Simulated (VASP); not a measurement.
Cu5Mo: single point with PBE

Cu5Mo:

```
Cu Mo
1.0
     4.70875    0.00000    0.00000
    -2.35437    4.07790    0.00000
     0.00000    0.00000    4.11690
Cu Mo
5 1
Direct
  0.50000 0.00000 0.50000
  0.50000 0.50000 0.50000
  0.00000 0.50000 0.50000
  0.33333 0.66667 0.00000
  0.66667 0.33333 0.00000
  0.00000 0.00000 0.00000
```

The cell was built from a structure type or drawn by symmetry, and may not be a known phase.

```yaml
Program: VASP 6.6.1
Task: single point
Functional: PBE
Potentials_or_basis: VASP PAW PBE potentials, release 64 (Cu, Mo_sv)
Cutoff: 520 eV
k_mesh: 6 × 6 × 4
Occupations: gaussian, width 0.1 eV
Spin: collinear spin
Starting_moments: "[0.0, 0.0, 0.0, 0.0, 0.0, 1.0] μB"
```

```
Pressure                                              : 0.4 GPa
Net moment                                            : 0.34 μB per cell
Site moments                                          : Cu +0.01; Mo +0.26 μB
Valence electrons inside the program's atomic spheres : Cu 10.09, 10.06 (each value once); Mo 12.04
```

Levels at points of the mesh, in eV from the Fermi level:
Spin up:
```csv
k point,band 31,band 32,band 33,band 34,band 35,band 36,band 37,band 38,band 39,band 40
"(0.00, 0.00, 0.00)",-0.67,-0.67,-0.19,-0.17,0.42,0.44,0.44,1.98,1.98,5.30
"(0.50, 0.00, 0.00)",-1.54,-1.12,-0.56,0.05,0.10,0.34,0.49,2.58,4.58,4.59
"(0.00, 0.00, 0.50)",-1.39,-1.39,-1.07,-0.84,-0.84,0.35,0.70,5.54,6.06,6.06
"(0.50, 0.00, 0.50)",-1.50,-1.34,-1.29,-0.22,0.29,0.36,1.15,1.33,1.53,1.54
```
Spin down:
| k point | band 32 | band 33 | band 34 | band 35 | band 36 | band 37 |
| --- | --- | --- | --- | --- | --- | --- |
| (0.00, 0.00, 0.00) | -0.59 | -0.19 | -0.09 | 0.42 | 0.68 | 0.68 |
| (0.50, 0.00, 0.00) | -1.05 | -0.39 | 0.19 | 0.20 | 0.51 | 0.57 |
| (0.00, 0.00, 0.50) | -1.37 | -1.05 | -0.66 | -0.66 | 0.34 | 0.83 |
| (0.50, 0.00, 0.50) | -1.32 | -1.27 | -0.05 | 0.43 | 0.49 | 1.16 |

It took 98 s on 1 thread of Intel(R) Xeon(R) 6975P-C (Granite Rapids), on a shared host, peak memory 0.29 GiB.

Caveat: the k points lie up to 0.38 Å⁻¹ apart.
